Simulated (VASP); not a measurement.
# N (P4_2/mnm) in VASP: a series of runs

The runs below take N through single point, with PBE-based screened hybrid.

Everything below comes from runs of VASP 6.6.1. Logs are shortened: lines on timing, memory, paths and dates and some standing lists are left out, and cuts for length are marked.

**1. The cell of the first run**

Symmetry: P4_2/mnm, No. 136, tetragonal system. Conventional cell: a = 4.084 Å, b = 4.084 Å, c = 5.346 Å, α = 90.00°, β = 90.00°, γ = 90.00°. Within 1.5 Å of N (site symmetry m2m) lie 1 N at 1.11 Å.

**2. Single point, PBE-based screened hybrid**

The input, POSCAR:

```
N
1.0
    4.0840619700      0.0000000000      0.0000000000
    0.0000000000      4.0840619700      0.0000000000
    0.0000000000      0.0000000000      5.3459132500
N
4
Direct
    0.4042752000      0.5957248000      0.5000000000
    0.0957248000      0.0957248000      0.0000000000
    0.5957248000      0.4042752000      0.5000000000
    0.9042752000      0.9042752000      0.0000000000
```

The input, INCAR.step1:

```
SYSTEM = N
PREC = Accurate
ENCUT = 520
EDIFF = 1E-5
ISMEAR = -1
SIGMA = 0.05
LREAL = .FALSE.
LASPH = .TRUE.
NELM = 60
ALGO = Normal
ISIF = 2
LWAVE = .TRUE.
LCHARG = .FALSE.
NBANDS = 18
GGA = PE
```

The input, INCAR.step2:

```
SYSTEM = N
PREC = Accurate
ENCUT = 520
EDIFF = 1E-7
ISMEAR = -1
SIGMA = 0.05
LREAL = .FALSE.
LASPH = .TRUE.
NELM = 60
ALGO = Normal
ISIF = 2
LWAVE = .FALSE.
LCHARG = .FALSE.
GGA = PE
LHFCALC = .TRUE.
AEXX = 0.25
HFSCREEN = 0.1
PRECFOCK = Normal
NBANDS = 18
ISTART = 1
```

The input, KPOINTS:

```
Automatic mesh
0
G
  4 4 3
  0 0 0
```

Potentials or basis: VASP PAW PBE potentials, release 64 (N).

Run with:

```console
cat potpaw_PBE.64/N/POTCAR > POTCAR
cp INCAR.step1 INCAR
mpirun -np 1 vasp_std > vasp.out
cp INCAR.step2 INCAR
mpirun -np 1 vasp_std > vasp.out
```

OUTCAR:

```text
SYSTEM = N
   PREC = Accurate
   ENCUT = 520
   EDIFF = 1E-7
   ISMEAR = -1
   LREAL = .FALSE.
   LASPH = .TRUE.
   NELM = 60
   ISIF = 2
   GGA = PE
   LHFCALC = .TRUE.
   AEXX = 0.25
   HFSCREEN = 0.1
   PRECFOCK = Normal
   ISTART = 1

 ion  position               nearest neighbor table
   1  0.404  0.596  0.500-   3 1.11
   2  0.096  0.096  0.000-   4 1.11
   3  0.596  0.404  0.500-   1 1.11
   4  0.904  0.904  0.000-   2 1.11

  LATTYP: Found a simple tetragonal cell.
 ALAT       =     4.0840619700
 C/A-ratio  =     1.3089696702

  Lattice vectors:

 A1 = (   4.0840619700,   0.0000000000,   0.0000000000)
 A2 = (   0.0000000000,   4.0840619700,   0.0000000000)
 A3 = (   0.0000000000,   0.0000000000,   5.3459132500)

Analysis of symmetry for initial positions (statically):
=====================================================================
 Subroutine PRICEL returns:
 Original cell was already a primitive cell.

 Routine SETGRP: Setting up the symmetry group for a
 simple tetragonal supercell.

 Subroutine GETGRP returns: Found 16 space group operations
 (whereof  8 operations were pure point group operations)
 out of a pool of 16 trial point group operations.

The static configuration has the point symmetry D_2h.
 The point group associated with its full space group is D_4h.

Analysis of symmetry for dynamics (positions and initial velocities):
=====================================================================
 Subroutine PRICEL returns:
 Original cell was already a primitive cell.

 Routine SETGRP: Setting up the symmetry group for a
 simple tetragonal supercell.

 Subroutine GETGRP returns: Found 16 space group operations
 (whereof  8 operations were pure point group operations)
 out of a pool of 16 trial point group operations.

The dynamic configuration has the point symmetry D_2h.
 The point group associated with its full space group is D_4h.

 Subroutine INISYM returns: Found 16 space group operations
 (whereof  8 operations are pure point group operations),
 and found     1 'primitive' translations

----------------------------------------------------------------------------------------

                                     Primitive cell

  volume of cell :      89.1675

  direct lattice vectors                    reciprocal lattice vectors
     4.084061970  0.000000000  0.000000000     0.244854267  0.000000000  0.000000000
     0.000000000  4.084061970  0.000000000     0.000000000  0.244854267  0.000000000
     0.000000000  0.000000000  5.345913250     0.000000000  0.000000000  0.187058778

  length of vectors
     4.084061970  4.084061970  5.345913250     0.244854267  0.244854267  0.187058778

  position of ions in fractional coordinates (direct lattice)
     0.404275200  0.595724800  0.500000000
     0.095724800  0.095724800  0.000000000
     0.595724800  0.404275200  0.500000000
     0.904275200  0.904275200  0.000000000

  ion indices of the primitive-cell ions
   primitive index   ion index
                 1           1
                 2           2
                 3           3
                 4           4

----------------------------------------------------------------------------------------

 KPOINTS: Automatic mesh

Automatic generation of k-mesh.
 Grid dimensions read from file:
 generate k-points for:    4    4    3

 Generating k-lattice:

  Cartesian coordinates                     Fractional coordinates (reciprocal lattice)
     0.061213567  0.000000000  0.000000000     0.250000000  0.000000000  0.000000000
     0.000000000  0.061213567  0.000000000     0.000000000  0.250000000  0.000000000
     0.000000000  0.000000000  0.062352926     0.000000000  0.000000000  0.333333333

  Length of vectors
     0.061213567  0.061213567  0.062352926

  Shift w.r.t. Gamma in fractional coordinates (k-lattice)
     0.000000000  0.000000000  0.000000000

 Subroutine IBZKPT returns following result:
 ===========================================

 Found     12 irreducible k-points:

 Following reciprocal coordinates:
            Coordinates               Weight
  0.000000  0.000000  0.000000      1.000000
  0.250000  0.000000  0.000000      4.000000
  0.500000  0.000000  0.000000      2.000000
  0.250000  0.250000  0.000000      4.000000
  0.500000  0.250000  0.000000      4.000000
  0.500000  0.500000  0.000000      1.000000
  0.000000  0.000000  0.333333      2.000000
  0.250000  0.000000  0.333333      8.000000
  0.500000  0.000000  0.333333      4.000000
  0.250000  0.250000  0.333333      8.000000
  0.500000  0.250000  0.333333      8.000000
  0.500000  0.500000  0.333333      2.000000
   k-points           NKPTS =     12   k-points in BZ     NKDIM =     48   number of bands    NBANDS=     18
   number of dos      NEDOS =    301   number of ions     NIONS =      4
   total plane-waves  NPLWV =  36000
   dimension x,y,z NGX =    30 NGY =   30 NGZ =   40
   dimension x,y,z NGXF=    60 NGYF=   60 NGZF=   80
   ions per type =               4
   NGX,Y,Z   is equivalent  to a cutoff of  12.21, 12.21, 12.44 a.u.
   NGXF,Y,Z  is equivalent  to a cutoff of  24.42, 24.42, 24.88 a.u.
 SYSTEM =  N
   PREC   = accura    normal or accurate (medium, high low for compatibility)
   ISTART =      1    job   : 0-new  1-cont  2-samecut
   ICHARG =      0    charge: 1-file 2-atom 10-const
   ISPIN  =      1    spin polarized calculation?
   LNONCOLLINEAR =      F non collinear calculations
   LSORBIT =      F    spin-orbit coupling
   LASPH  =      T    aspherical Exc in radial PAW
   ENCUT  =  520.0 eV  38.22 Ry    6.18 a.u.   7.59  7.59  9.94*2*pi/ulx,y,z
   NELM   =     60;   NELMIN=  2; NELMDL=  0     # of ELM steps
   EDIFF  = 0.1E-06   stopping-criterion for ELM
   LREAL  =      F    real-space projection
   EDIFFG = 0.1E-05   stopping-criterion for IOM
   NSW    =      0    number of steps for IOM
   IBRION =     -1    ionic relax: 0-MD 1-quasi-New 2-CG
   NFREE  =      0    steps in history (QN), initial steepest desc. (CG)
   ISIF   =      2    stress and relaxation
   ISYM   =      3    0-nonsym 1-usesym 2-fastsym
   POTIM  = 0.5000    time-step for ionic-motion
   TEBEG  =    0.0;   TEEND  =   0.0 temperature during run
   PSTRESS=    0.0 pullay stress
   NELECT =      20.0000    total number of electrons
   NUPDOWN=      -1.0000    fix difference up-down
   EMIN   =  10.00;   EMAX   =-10.00  energy-range for DOS
   EFERMI =   0.00;   METHOD = LEGACY
   ISMEAR =    -1;   SIGMA  =   0.05  broadening in eV -4-tet -1-fermi 0-gaus
   EFERMI_NEDOS =   21; number of points for ismear=-14 and -15
   IALGO  =     38    algorithm
   IMIX   =      1    mixing-type and parameters
     AMIX     =   0.40;   BMIX     =  1.00
     AMIX_MAG =   1.60;   BMIX_MAG =  1.00
  volume/ion in A,a.u.               =      22.29       150.43
  Fermi-wavevector in a.u.,A,eV,Ry     =   0.994678  1.879669 13.461399  0.989385
  Thomas-Fermi vector in A             =   2.126646
   LORBIT       =      0    0 simple, 1 ext, 2 COOP (PROOUT), +10 PAW based schemes
   GGA     = PE    functional components
   LHFCALC =     T    Hartree Fock is set to
   PRECFOCK=normal    Normal, Fast or Accurate (Low or Medium for compatibility)
   ENCUT4O =  -1.0   cutoff for four orbital integrals eV
   NKREDX  =     1    reduce k-point grid by
   NKREDY  =     1    reduce k-point grid by
   NKREDZ  =     1    reduce k-point grid by
   AEXX    =    0.2500 exact exchange contribution
   HFSCREEN=    0.1000 screening length (either q_TF or 0.3 A-1)
   HFSCREENC=   0.1000 screening length for correlation (either q_TF or 0.3 A-1)
   ENCUTFOCK=  -1.0 apply spherical cutoff to Coloumb kernel
   IVDW    =     0    specifies the selected vdW correction
   LEPSILON=     F    determine dielectric tensor
   LRPA    =     F    only Hartree local field effects (RPA)
 non-spin polarized calculation
  energy-cutoff  :      520.00
  volume of cell :       89.17
 maximum number of plane-waves:      2419
  NGX = 24; NGY = 24; NGZ = 30

 number of electron      20.0000001 magnetization

 Free energy of the ion-electron system (eV)
  ---------------------------------------------------
  ext. energy  EPLUGINS =         0.00000000
  ---------------------------------------------------
  free energy    TOTEN  =       -42.16388013 eV

  energy without entropy =      -42.16388013  energy(sigma->0) =      -42.16388013

 E-fermi :  -7.0187     XC(G=0):  -5.2574

 val. band max:       -8.1536784084   @ k =   0.5000   0.5000   0.3333
 cond. band min:       1.4148409530   @ k =   0.0000   0.0000   0.0000
 fundamental gap:      9.5685193614
 Fermi energy:        -7.0186580013

 k-point     1 :       0.0000    0.0000    0.0000
  band No.  band energies     occupation
      1     -27.8448      2.00000
      2     -27.7777      2.00000
      3     -11.7904      2.00000
      4     -11.7904      2.00000
      5      -9.8262      2.00000
      6      -9.2121      2.00000
[... 10 lines left out ...]
     17       8.3303      0.00000
     18      12.1784      0.00000

 k-point     2 :       0.2500    0.0000    0.0000
  band No.  band energies     occupation
      1     -27.8284      2.00000
      2     -27.7807      2.00000
      3     -11.9167      2.00000
      4     -11.9147      2.00000
      5      -9.7045      2.00000
      6      -9.4845      2.00000
[... 10 lines left out ...]
     17       8.7341      0.00000
     18      10.5395      0.00000

 k-point     3 :       0.5000    0.0000    0.0000
  band No.  band energies     occupation
      1     -27.7979      2.00000
      2     -27.7979      2.00000
      3     -12.0378      2.00000
      4     -12.0378      2.00000
      5      -9.4571      2.00000
      6      -9.4571      2.00000
[... 160 lines left out ...]
 k-point    11 :       0.5000    0.2500    0.3333
  band No.  band energies     occupation
      1     -27.7913      2.00000
      2     -27.7913      2.00000
      3     -12.1171      2.00000
      4     -12.1171      2.00000
      5      -9.6362      2.00000
      6      -9.6362      2.00000
[... 10 lines left out ...]
     17       9.3628      0.00000
     18       9.3628      0.00000

 k-point    12 :       0.5000    0.5000    0.3333
  band No.  band energies     occupation
      1     -27.7848      2.00000
      2     -27.7848      2.00000
      3     -12.1902      2.00000
      4     -12.1902      2.00000
      5      -9.6314      2.00000
      6      -9.6314      2.00000
[... 10 lines left out ...]
     17       8.6373      0.00000
     18       8.6373      0.00000

------------------------ aborting loop because EDIFF is reached ----------------------------------------

  FORCE on cell =-STRESS in cart. coord.  units (eV):
  Direction    XX          YY          ZZ          XY          YZ          ZX
  --------------------------------------------------------------------------------------
  -------------------------------------------------------------------------------------
  Total       -0.5756269     -0.5756269      0.1318258      0.0000000      0.0000000      0.0000000
  in kB      -10.3429655    -10.3429655      2.3686700      0.0000000      0.0000000      0.0000000
  external PRESSURE =      -6.1057537 kB  Pullay stress =       0.0000000 kB

 VOLUME and BASIS-vectors are now :
 -----------------------------------------------------------------------------
  energy-cutoff  :      520.00
  volume of cell :       89.17
      direct lattice vectors                 reciprocal lattice vectors
     4.084061970  0.000000000  0.000000000     0.244854267  0.000000000  0.000000000
     0.000000000  4.084061970  0.000000000     0.000000000  0.244854267  0.000000000
     0.000000000  0.000000000  5.345913250     0.000000000  0.000000000  0.187058778

 POSITION                                       TOTAL-FORCE (eV/Angst)
 -----------------------------------------------------------------------------------
      1.65108      2.43298      2.67296         0.436329     -0.436329      0.000000
      0.39095      0.39095      0.00000        -0.436329     -0.436329      0.000000
      2.43298      1.65108      2.67296        -0.436329      0.436329      0.000000
      3.69312      3.69312      0.00000         0.436329      0.436329      0.000000
 -----------------------------------------------------------------------------------
    total drift:                                0.000000     -0.000000      0.000000

  FREE ENERGIE OF THE ION-ELECTRON SYSTEM (eV)
  ---------------------------------------------------
  free  energy   TOTEN  =       -42.1638801261 eV

  energy  without entropy=      -42.1638801261  energy(sigma->0) =      -42.16388013
```

Run time: 6.8 min. Hardware: 1 thread of AMD EPYC 9R14 (Zen 4), shared host; peak memory 0.25 GiB.

What came out:

```
Free energy            : -42.1639 eV
Pressure               : -0.6 GPa
Largest force          : 0.617 eV/Å
Band gap on the k mesh : 9.57 eV, indirect (least direct gap 9.78 eV)
```

Forces in eV/Å, atoms in the order of the input:
```
N    0.436 -0.436  0.000
N   -0.436 -0.436  0.000
N   -0.436  0.436  0.000
N    0.436  0.436  0.000
```

Stress tensor (GPa, compression positive):
```
-1.03  0.00  0.00
 0.00 -1.03  0.00
 0.00  0.00  0.24
```

Caveat: the standard files for N, O and F lose accuracy on very short bonds; the PAW data sets were made with another functional, which shifts forces and pressure a little. A k mesh can miss the band edges.

**3. Single point, PBE-based screened hybrid**

POSCAR is that of step 2.

The input, INCAR.step1:

```
SYSTEM = N
PREC = Accurate ; ENCUT = 520
EDIFF = 1E-5 ; ISMEAR = -1
SIGMA = 0.05 ; LREAL = .False.
LASPH = .True. ; NELM = 100
ALGO = Normal ; ISIF = 2
LWAVE = .True. ; LCHARG = .False.
GGA = PE ; NBANDS = 18
```

The input, INCAR.step2:

```
SYSTEM = N
PREC = Accurate ; ENCUT = 520
EDIFF = 1E-6 ; ISMEAR = -1
SIGMA = 0.05 ; LREAL = .False.
LASPH = .True. ; NELM = 100
ALGO = Normal ; ISIF = 2
LWAVE = .False. ; LCHARG = .False.
GGA = PE ; LHFCALC = .True.
AEXX = 0.25 ; HFSCREEN = 0.15
PRECFOCK = Normal ; ISTART = 1
NBANDS = 18
```

The input, KPOINTS:

```
regular mesh
0
Gamma
  4 4 3
  0 0 0
```

Potentials or basis: VASP PAW PBE potentials, release 64 (N).

Run with:

```console
cat potpaw_PBE.64/N/POTCAR > POTCAR
cp INCAR.step1 INCAR
mpirun -np 1 vasp_std > vasp.out
cp INCAR.step2 INCAR
mpirun -np 1 vasp_std > vasp.out
```

It took 6 min on 1 thread of AMD EPYC 9R14 (Zen 4), shared host; peak memory 0.26 GiB.

Results (log left out):

- Free energy: -41.5693 eV
- Pressure: -0.6 GPa
- Largest force: 0.616 eV/Å
- Band gap on the k mesh: 9.37 eV, indirect (least direct gap 9.58 eV)

Forces in eV/Å, atoms in the order of the input:
```
N    0.436 -0.436  0.000
N   -0.436 -0.436  0.000
N   -0.436  0.436  0.000
N    0.436  0.436  0.000
```

Stress tensor (GPa, compression positive):
```
-1.01  0.00  0.00
 0.00 -1.01  0.00
 0.00  0.00  0.25
```

Levels at points of the mesh, in eV from the valence-band top:
| k point | band 6 | band 7 | band 8 | band 9 | band 10 | band 11 | band 12 | band 13 | band 14 | band 15 |
| --- | --- | --- | --- | --- | --- | --- | --- | --- | --- | --- |
| (0.00, 0.00, 0.00) | -1.06 | -1.06 | -1.01 | -0.95 | -0.21 | 9.37 | 10.42 | 10.86 | 10.86 | 13.21 |
| (0.50, 0.00, 0.00) | -1.30 | -1.28 | -1.28 | -0.22 | -0.22 | 10.57 | 10.57 | 10.60 | 10.60 | 14.21 |
| (0.50, 0.50, 0.00) | -1.45 | -1.22 | -1.22 | -0.03 | -0.03 | 10.30 | 10.30 | 11.52 | 11.52 | 14.44 |

Caveat: the standard files for N, O and F lose accuracy on very short bonds; the PAW data sets were made with another functional, which shifts forces and pressure a little. A k mesh can miss the band edges.
